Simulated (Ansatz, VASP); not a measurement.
# Zr3S2: VASP beside Ansatz

```
Zr S
1.0
     3.08577    1.78157    2.95993
    -3.08577    1.78157    2.95993
     0.00000   -3.56314    2.95993
Zr S
3 2
Cartesian
  -2.0870 0.0000 4.4399
  1.0435 -1.8074 4.4399
  1.0435 1.8074 4.4399
  0.0000 0.0000 2.9744
  0.0000 0.0000 5.9054
```

Alike in both runs: task single point; functional PBEsol; k mesh 12 × 12 × 12; occupations gaussian, width 0.15 eV; no spin polarisation.

|  | VASP | Ansatz |
| --- | --- | --- |
| version | VASP 6.6.1 | Ansatz 0.2.0 |
| potentials or method | VASP PAW PBE potentials, release 64 (Zr_sv, S), cutoff 520 eV | scalar-relativistic, plane waves, PAW |
| valence electrons in the cell | 48 | 48 |

```csv
,VASP,Ansatz,Ansatz less VASP
gap on the k mesh at the Fermi level (eV),none,none,-
pressure (GPa),4.5,4.3,-0.19
"traceless stress, the component that is largest in VASP (GPa)",14.40,14.35,-0.047
rms of the force components (eV/Å),0.253,0.255,+0.0014
```

VASP's potentials were made for PBE, not for PBEsol. Atom by atom the forces differ by 0.005 eV/Å (rms over components). A gap of «none» marks a metal or a gap that the smearing closes.
